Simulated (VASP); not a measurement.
Wanted: the native input for a VASP 6.6.1 run.

```yaml
Task: density of states
Functional: PBE
Potentials_or_basis: VASP PAW PBE potentials, release 64 (In_d, Lu, Si)
Cutoff: 520 eV
k_mesh: 5 × 5 × 3, shifted
Occupations: gaussian, width 0.0165 eV
Spin: no spin polarisation
Dipole_correction: no
k_mesh_for_the_DOS: 8 × 8 × 5
Occupations_for_the_DOS: tetrahedron
Further_INCAR_settings: ALGO = Normal; EDIFF = 1e-07
```

LuIn2Si2:

```xyz
5
Lattice="4.4790 0.0081 -0.0323 -2.2325 3.8987 -0.0084 -0.0513 -0.0451 7.0814" Properties=species:S:1:pos:R:3 pbc="T T T"
In   -0.2513    2.3131    4.2305
In    2.1626    1.2272    2.7780
Lu    2.1671    3.7388    6.7862
Si   -0.3107    2.8791    2.1355
Si    2.0393    0.9719    5.2710
```

The input as run:

POSCAR

```
LuIn2Si2
1.0
    4.4790113500      0.0081122100     -0.0322803700
   -2.2324799300      3.8986619500     -0.0084197300
   -0.0513313300     -0.0450956900      7.0813880100
In Lu Si
2 1 2
Direct
    0.2496860000      0.5997240000      0.5992590000
    0.6458590000      0.3179950000      0.3956130000
    0.9774260000      0.9681100000      0.9639220000
    0.3036360000      0.7413630000      0.3038360000
    0.5918310000      0.2567140000      0.7473420000
```

INCAR.step1

```
  PREC = Accurate
  ENCUT = 520
  EDIFF = 1E-7
  ISMEAR = 0
  SIGMA = 0.0165
  LREAL = False
  LASPH = True
  NELM = 100
  ALGO = Normal
  ISIF = 2
  LWAVE = False
  LCHARG = True
  GGA = PE
  NBANDS = 38
```

KPOINTS.step1

```
Automatic mesh
0
Gamma
  5 5 3
  0 0.5 0
```

INCAR.step2

```
  PREC = Accurate
  ENCUT = 520
  EDIFF = 1E-7
  ISMEAR = -5
  SIGMA = 0.0165
  LREAL = False
  LASPH = True
  NELM = 100
  ALGO = Normal
  ISIF = 2
  LWAVE = False
  LCHARG = False
  GGA = PE
  LORBIT = 11
  NEDOS = 1001
  ICHARG = 11
```

KPOINTS.step2

```
regular mesh
0
Gamma
  8 8 5
```

Potentials or basis: VASP PAW PBE potentials, release 64 (In_d, Lu, Si).

Command:

```sh
$ cat potpaw_PBE.64/In_d/POTCAR potpaw_PBE.64/Lu/POTCAR potpaw_PBE.64/Si/POTCAR > POTCAR
$ cp INCAR.step1 INCAR
$ cp KPOINTS.step1 KPOINTS
$ mpirun -np 1 vasp_std > vasp.out
$ cp INCAR.step2 INCAR
$ cp KPOINTS.step2 KPOINTS
$ mpirun -np 1 vasp_std > vasp.out
```

It gave:

```yaml
Valence_electrons_inside_the_program's_atomic_spheres: In 11.72, 11.67; Lu 22.91; Si 1.75, 1.67
```

Caveat: spin-orbit coupling is left out, which moves the levels of the heavy elements.

Run time: 13 min on 1 thread of Intel(R) Xeon(R) Platinum 8488C (Sapphire Rapids), on a shared host, peak memory 0.77 GiB.
